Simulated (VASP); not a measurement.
# HC12 (a cell with a defect) in VASP: further runs

The runs below take HC12 (a cell with a defect) through single point, with LDA.

Everything below comes from runs of VASP 6.6.1. Logs are shortened: lines on timing, memory, paths and dates and some standing lists are left out, and cuts for length are marked.

**1. The cell of the first run**

The cell holds a defect, 13 atoms: a = 4.325 Å, b = 4.325 Å, c = 4.325 Å, α = 80.41°, β = 70.53°, γ = 60.00°.

**2. Single point, LDA**

Input file INCAR:

```
ALGO = Normal
EDIFF = 1E-7
ENCUT = 520
ISIF = 2
ISMEAR = 0
LASPH = T
LCHARG = T
LELF = T
LREAL = F
LVHAR = T
LWAVE = F
NBANDS = 36
NELECT = 48.0
NELM = 100
PREC = Accurate
SIGMA = 0.05
```

Input file KPOINTS:

```
k-points
0
Gamma
  6 6 6
```

Input file POSCAR:

```
HC12
1.0
    1.7657489870     -3.5314979740     -1.7657489870
    3.5314979740     -1.7657489870      1.7657489870
   -1.7657489870     -3.5314979740      1.7657489870
C H
12 1
Direct
    0.2500000000      1.0000000000      0.2500000000
    0.0833333333      0.3333333333      0.7500000000
    0.9166666667      0.6666666667      0.2500000000
    0.7500000000      1.0000000000      0.7500000000
    0.5833333333      0.3333333333      0.2500000000
    0.4166666667      0.6666666667      0.7500000000
    0.9583333333      0.3333333333      0.1250000000
    0.7916666667      0.6666666667      0.6250000000
    0.6250000000      1.0000000000      0.1250000000
    0.4583333333      0.3333333333      0.6250000000
    0.2916666667      0.6666666667      0.1250000000
    0.1250000000      1.0000000000      0.6250000000
    1.2222222222      0.4722222222      0.2500000000
```

Potentials or basis: VASP PAW LDA potentials, release 64 (C, H).

The run is started by

```
cat potpaw_LDA.64/C/POTCAR potpaw_LDA.64/H/POTCAR > POTCAR
mpirun -np 1 vasp_std > vasp.out
```

OUTCAR:

```text
EDIFF = 1E-7
   ENCUT = 520
   ISIF = 2
   ISMEAR = 0
   LASPH = T
   LREAL = F
   NELECT = 48.0
   NELM = 100
   PREC = Accurate

 ion  position               nearest neighbor table
   1  0.250  0.000  0.250-  11 1.53   9 1.53   7 1.53  12 1.53
   2  0.083  0.333  0.750-  12 1.53   8 1.53  10 1.53   7 1.53
   3  0.917  0.667  0.250-  13 1.16   9 1.53  11 1.53   8 1.53   7 1.53
   4  0.750  0.000  0.750-   8 1.53   9 1.53  10 1.53  12 1.53
   5  0.583  0.333  0.250-  13 1.36   9 1.53  10 1.53  11 1.53   7 1.53
   6  0.417  0.667  0.750-   8 1.53  11 1.53  12 1.53  10 1.53
   7  0.958  0.333  0.125-   1 1.53   2 1.53   5 1.53   3 1.53
   8  0.792  0.667  0.625-   4 1.53   3 1.53   2 1.53   6 1.53
   9  0.625  0.000  0.125-   5 1.53   3 1.53   4 1.53   1 1.53
  10  0.458  0.333  0.625-   2 1.53   4 1.53   5 1.53   6 1.53
  11  0.292  0.667  0.125-  13 1.04   1 1.53   5 1.53   6 1.53   3 1.53
  12  0.125  0.000  0.625-   2 1.53   1 1.53   4 1.53   6 1.53
  13  0.222  0.472  0.250-  11 1.04   3 1.16   5 1.36

  LATTYP: Found a base centered monoclinic cell.
 ALAT       =     4.3251840320
 B/A-ratio  =     1.7320508076
 C/A-ratio  =     1.0000000000
 COS(beta)  =    -0.3333333333

  Lattice vectors:

 A1 = (   1.7657489870,   1.7657489870,   3.5314979740)
 A2 = (  -3.5314979740,   1.7657489870,  -1.7657489870)
 A3 = (  -1.7657489870,  -3.5314979740,   1.7657489870)

Analysis of symmetry for initial positions (statically):
=====================================================================
 Subroutine PRICEL returns:
 Original cell was already a primitive cell.

 Routine SETGRP: Setting up the symmetry group for a
 base centered monoclinic supercell.

 Subroutine GETGRP returns: Found  1 space group operations
 (whereof  1 operations were pure point group operations)
 out of a pool of  4 trial point group operations.

The static configuration has the point symmetry C_1 .

Analysis of symmetry for dynamics (positions and initial velocities):
=====================================================================
 Subroutine PRICEL returns:
 Original cell was already a primitive cell.

 Routine SETGRP: Setting up the symmetry group for a
 base centered monoclinic supercell.

 Subroutine GETGRP returns: Found  1 space group operations
 (whereof  1 operations were pure point group operations)
 out of a pool of  4 trial point group operations.

The dynamic configuration has the point symmetry C_1 .

 Subroutine INISYM returns: Found  1 space group operations
 (whereof  1 operations are pure point group operations),
 and found     1 'primitive' translations

----------------------------------------------------------------------------------------

                                     Primitive cell

  volume of cell :      66.0645

  direct lattice vectors                    reciprocal lattice vectors
     1.765748987 -3.531497974 -1.765748987     0.047194326 -0.141582978 -0.235971630
     3.531497974 -1.765748987  1.765748987     0.188777304  0.000000000  0.188777304
    -1.765748987 -3.531497974  1.765748987    -0.141582978 -0.141582978  0.141582978

  length of vectors
     4.325184032  4.325184032  4.325184032     0.279205398  0.266971424  0.245228911

  position of ions in fractional coordinates (direct lattice)
     0.250000000  0.000000000  0.250000000
     0.083333333  0.333333333  0.750000000
     0.916666667  0.666666667  0.250000000
     0.750000000  0.000000000  0.750000000
     0.583333333  0.333333333  0.250000000
     0.416666667  0.666666667  0.750000000
     0.958333333  0.333333333  0.125000000
     0.791666667  0.666666667  0.625000000
     0.625000000  0.000000000  0.125000000
     0.458333333  0.333333333  0.625000000
     0.291666667  0.666666667  0.125000000
     0.125000000  0.000000000  0.625000000
     0.222222222  0.472222222  0.250000000

  ion indices of the primitive-cell ions
   primitive index   ion index
                 1           1
                 2           2
                 3           3
                 4           4
                 5           5
                 6           6
                 7           7
                 8           8
                 9           9
                10          10
                11          11
                12          12
                13          13

----------------------------------------------------------------------------------------

 KPOINTS: k-points

Automatic generation of k-mesh.
 Grid dimensions read from file:
 generate k-points for:    6    6    6

 Generating k-lattice:

  Cartesian coordinates                     Fractional coordinates (reciprocal lattice)
     0.007865721 -0.023597163 -0.039328605     0.166666667 -0.000000000 -0.000000000
     0.031462884  0.000000000  0.031462884     0.000000000  0.166666667  0.000000000
    -0.023597163 -0.023597163  0.023597163     0.000000000  0.000000000  0.166666667

  Length of vectors
     0.046534233  0.044495237  0.040871485

  Shift w.r.t. Gamma in fractional coordinates (k-lattice)
     0.000000000  0.000000000  0.000000000

 Subroutine IBZKPT returns following result:
 ===========================================

 Found    112 irreducible k-points:

 Following reciprocal coordinates:
            Coordinates               Weight
  0.000000  0.000000  0.000000      1.000000
  0.166667  0.000000  0.000000      2.000000
 -0.166667 -0.166667 -0.000000      2.000000
  0.333333 -0.000000  0.000000      2.000000
 -0.333333 -0.333333 -0.000000      2.000000
  0.500000 -0.000000  0.000000      1.000000
[... 16 lines left out ...]
 -0.166667 -0.166667 -0.166667      2.000000
  0.333333 -0.000000  0.166667      2.000000
 [... further k-points ...]
   k-points           NKPTS =    112   k-points in BZ     NKDIM =    112   number of bands    NBANDS=     36
   number of dos      NEDOS =    301   number of ions     NIONS =     13
   total plane-waves  NPLWV =  32768
   dimension x,y,z NGX =    32 NGY =   32 NGZ =   32
   dimension x,y,z NGXF=    64 NGYF=   64 NGZF=   64
   ions per type =              12   1
   NGX,Y,Z   is equivalent  to a cutoff of  12.30, 12.30, 12.30 a.u.
   NGXF,Y,Z  is equivalent  to a cutoff of  24.60, 24.60, 24.60 a.u.
 SYSTEM =  unknown system
   PREC   = accura    normal or accurate (medium, high low for compatibility)
   ISTART =      0    job   : 0-new  1-cont  2-samecut
   ICHARG =      2    charge: 1-file 2-atom 10-const
   ISPIN  =      1    spin polarized calculation?
   LNONCOLLINEAR =      F non collinear calculations
   LSORBIT =      F    spin-orbit coupling
   LASPH  =      T    aspherical Exc in radial PAW
   ENCUT  =  520.0 eV  38.22 Ry    6.18 a.u.   8.04  8.04  8.04*2*pi/ulx,y,z
   NELM   =    100;   NELMIN=  2; NELMDL= -5     # of ELM steps
   EDIFF  = 0.1E-06   stopping-criterion for ELM
   LREAL  =      F    real-space projection
   EDIFFG = 0.1E-05   stopping-criterion for IOM
   NSW    =      0    number of steps for IOM
   IBRION =     -1    ionic relax: 0-MD 1-quasi-New 2-CG
   NFREE  =      0    steps in history (QN), initial steepest desc. (CG)
   ISIF   =      2    stress and relaxation
   ISYM   =      2    0-nonsym 1-usesym 2-fastsym
   POTIM  = 0.5000    time-step for ionic-motion
   TEBEG  =    0.0;   TEEND  =   0.0 temperature during run
   PSTRESS=    0.0 pullay stress
   NELECT =      48.0000    total number of electrons
   NUPDOWN=      -1.0000    fix difference up-down
   EMIN   =  10.00;   EMAX   =-10.00  energy-range for DOS
   EFERMI =   0.00;   METHOD = LEGACY
   ISMEAR =     0;   SIGMA  =   0.05  broadening in eV -4-tet -1-fermi 0-gaus
   EFERMI_NEDOS =   21; number of points for ismear=-14 and -15
   IALGO  =     38    algorithm
   IMIX   =      4    mixing-type and parameters
     AMIX     =   0.40;   BMIX     =  1.00
     AMIX_MAG =   1.60;   BMIX_MAG =  1.00
  volume/ion in A,a.u.               =       5.08        34.29
  Fermi-wavevector in a.u.,A,eV,Ry     =   1.471745  2.781195 29.470667  2.166033
  Thomas-Fermi vector in A             =   2.586844
   LORBIT       =      0    0 simple, 1 ext, 2 COOP (PROOUT), +10 PAW based schemes
   GGA     = CA    functional components
   LHFCALC =     F    Hartree Fock is set to
   AEXX    =    0.0000 exact exchange contribution
   IVDW    =     0    specifies the selected vdW correction
   LEPSILON=     F    determine dielectric tensor
   LRPA    =     F    only Hartree local field effects (RPA)
 non-spin polarized calculation
 Gauss-broadening in eV      SIGMA  =   0.05
  energy-cutoff  :      520.00
  volume of cell :       66.06
 maximum number of plane-waves:      1807
   NGX = 17   NGY = 17   NGZ = 17

 number of electron      47.9999999 magnetization

 Free energy of the ion-electron system (eV)
  ---------------------------------------------------
  ext. energy  EPLUGINS =         0.00000000
  ---------------------------------------------------
  free energy    TOTEN  =      -131.28542157 eV

  energy without entropy =     -131.28542157  energy(sigma->0) =     -131.28542157

 E-fermi :  10.6097     XC(G=0): -13.6486

 val. band max:       10.3726336827   @ k =   0.0000   0.0000   0.0000
 cond. band min:      13.3253051573   @ k =  -0.3333   0.3333   0.3333
 fundamental gap:      2.9526714746
 Fermi energy:        10.6097181617

 k-point     1 :       0.0000    0.0000    0.0000
  band No.  band energies     occupation
      1     -12.3053      2.00000
      2      -7.0911      2.00000
      3      -4.6090      2.00000
      4      -4.0713      2.00000
      5      -3.7297      2.00000
      6      -3.4603      2.00000
[... 28 lines left out ...]
     35      20.3293      0.00000
     36      20.6866      0.00000

 k-point     2 :       0.1667    0.0000    0.0000
  band No.  band energies     occupation
      1     -12.0905      2.00000
      2      -7.3774      2.00000
      3      -5.3784      2.00000
      4      -4.8407      2.00000
      5      -4.1852      2.00000
      6      -3.3429      2.00000
[... 28 lines left out ...]
     35      20.1481      0.00000
     36      20.5060      0.00000

 k-point     3 :      -0.1667   -0.1667   -0.0000
  band No.  band energies     occupation
      1     -12.0934      2.00000
      2      -7.3689      2.00000
      3      -5.3043      2.00000
      4      -4.8511      2.00000
      5      -4.2610      2.00000
      6      -3.4930      2.00000
[... 28 lines left out ...]
     35      20.0711      0.00000
     36      20.5451      0.00000

 k-point     4 :       0.3333   -0.0000    0.0000
  band No.  band energies     occupation
      1     -11.5040      2.00000
      2      -8.3201      2.00000
      3      -6.3245      2.00000
      4      -5.1659      2.00000
      5      -4.8486      2.00000
      6      -3.9780      2.00000
[... 28 lines left out ...]
     35      20.2149      0.00000
     36      20.4974      0.00000

 k-point     5 :      -0.3333   -0.3333   -0.0000
  band No.  band energies     occupation
      1     -11.5184      2.00000
      2      -8.3001      2.00000
      3      -6.1771      2.00000
      4      -5.2042      2.00000
      5      -4.9295      2.00000
      6      -4.0556      2.00000
[... 655 lines left out ...]
 k-point    22 :       0.1667   -0.0000    0.1667
  band No.  band energies     occupation
      1     -12.0398      2.00000
      2      -7.4177      2.00000
      3      -5.4424      2.00000
      4      -4.6444      2.00000
      5      -3.9322      2.00000
      6      -3.6499      2.00000
[... 28 lines left out ...]
     35      20.5663      0.00000
     36      21.6849      0.00000

 k-point    23 :      -0.1667   -0.1667   -0.1667
  band No.  band energies     occupation
      1     -12.0428      2.00000
      2      -7.3939      2.00000
      3      -5.3945      2.00000
      4      -4.7704      2.00000
      5      -4.0050      2.00000
      6      -3.5401      2.00000
[... 28 lines left out ...]
     35      20.5217      0.00000
     36      21.6781      0.00000

 k-point    24 :       0.3333   -0.0000    0.1667
  band No.  band energies     occupation
      1     -11.5368      2.00000
      2      -8.0376      2.00000
      3      -6.0628      2.00000
      4      -5.1331      2.00000
      5      -4.9152      2.00000
      6      -4.3213      2.00000
[... 28 lines left out ...]
     35      19.8071      0.00000
     36      20.5289      0.00000

 [... further k-points ...]
[... 5 lines left out ...]
  --------------------------------------------------------------------------------------
  -------------------------------------------------------------------------------------
  Total       -4.9729875     -6.7099033     -6.5308107     -1.1214529      3.0689002      0.0236284
  in kB     -120.6034715   -162.7266559   -158.3833549    -27.1971558     74.4260906      0.5730298
  external PRESSURE =    -147.2378274 kB  Pullay stress =       0.0000000 kB

 VOLUME and BASIS-vectors are now :
 -----------------------------------------------------------------------------
  energy-cutoff  :      520.00
  volume of cell :       66.06
      direct lattice vectors                 reciprocal lattice vectors
     1.765748987 -3.531497974 -1.765748987     0.047194326 -0.141582978 -0.235971630
     3.531497974 -1.765748987  1.765748987     0.188777304  0.000000000  0.188777304
    -1.765748987 -3.531497974  1.765748987    -0.141582978 -0.141582978  0.141582978

 POSITION                                       TOTAL-FORCE (eV/Angst)
 -----------------------------------------------------------------------------------
      0.00000     -1.76575      0.00000        -1.129627     -0.399248      0.365143
     -0.00000     -3.53150      1.76575         0.000331      0.039087     -0.062311
      3.53150     -5.29725     -0.00000        -1.194940      3.190381      4.126759
      0.00000     -5.29725      0.00000         0.288585      0.145358     -0.247342
      1.76575     -3.53150      0.00000        -0.861361     -2.483792     -1.746222
      1.76575     -5.29725      1.76575         0.041098      0.624855     -0.393952
      2.64862     -4.41437     -0.88287         0.027756      1.192930     -0.429408
      2.64862     -6.18012      0.88287        -0.486385     -0.555114      0.734689
      0.88287     -2.64862     -0.88287         0.459528      0.419998     -0.922210
      0.88287     -4.41437      0.88287        -0.290797     -0.385298      0.244211
      2.64862     -2.64862      0.88287         7.758871     -1.109892     -0.832322
     -0.88287     -2.64862      0.88287        -0.302137     -0.233086      0.305789
      1.61860     -2.50148      0.88287        -4.310922     -0.446179     -1.142823
 -----------------------------------------------------------------------------------
    total drift:                                0.000006      0.000040      0.000079

  FREE ENERGIE OF THE ION-ELECTRON SYSTEM (eV)
  ---------------------------------------------------
  free  energy   TOTEN  =      -131.2854215743 eV

  energy  without entropy=     -131.2854215743  energy(sigma->0) =     -131.28542157
```

It took 5.1 min on 1 thread of Intel Xeon 8259CL, shared host; peak memory 0.28 GiB.

What came out:

```yaml
Free_energy: -131.2854 eV
Largest_force: 7.882 eV/Å
```

Forces in eV/Å, atoms in the order of the input:
```
C   -1.130 -0.399  0.365
C    0.000  0.039 -0.062
C   -1.195  3.190  4.127
C    0.289  0.145 -0.247
C   -0.861 -2.484 -1.746
C    0.041  0.625 -0.394
C    0.028  1.193 -0.429
C   -0.486 -0.555  0.735
C    0.460  0.420 -0.922
C   -0.291 -0.385  0.244
C    7.759 -1.110 -0.832
C   -0.302 -0.233  0.306
H   -4.311 -0.446 -1.143
```

Levels at points of the mesh, in eV from the Fermi level:
```
           k point  band 22  band 23  band 24  band 25  band 26  band 27
(0.00, 0.00, 0.00)    -0.41    -0.33    -0.24     4.12     4.92     5.15
(0.50, 0.00, 0.00)    -4.42    -2.33    -2.25     3.57     6.15     6.32
(0.50, 0.50, 0.00)    -4.46    -2.51    -2.29     4.24     5.71     6.27
(0.00, 0.50, 0.00)    -3.14    -2.04    -1.51     3.75     4.28     6.05
(0.00, 0.00, 0.50)    -2.73    -1.63    -1.62     5.10     6.36     6.68
(0.50, 0.00, 0.50)    -3.66    -3.13    -3.12     2.93     4.47     5.30
(0.50, 0.50, 0.50)    -3.64    -3.14    -3.09     3.52     4.34     5.18
(0.00, 0.50, 0.50)    -4.59    -4.11    -4.07     4.28     5.54     5.78
```

Caveat: the cell carries a net charge on a neutralising background, which shifts energy and pressure; the cell is charged against a uniform background, so pressure and absolute levels hang on convention.

(Continued in part 2 of 3.)
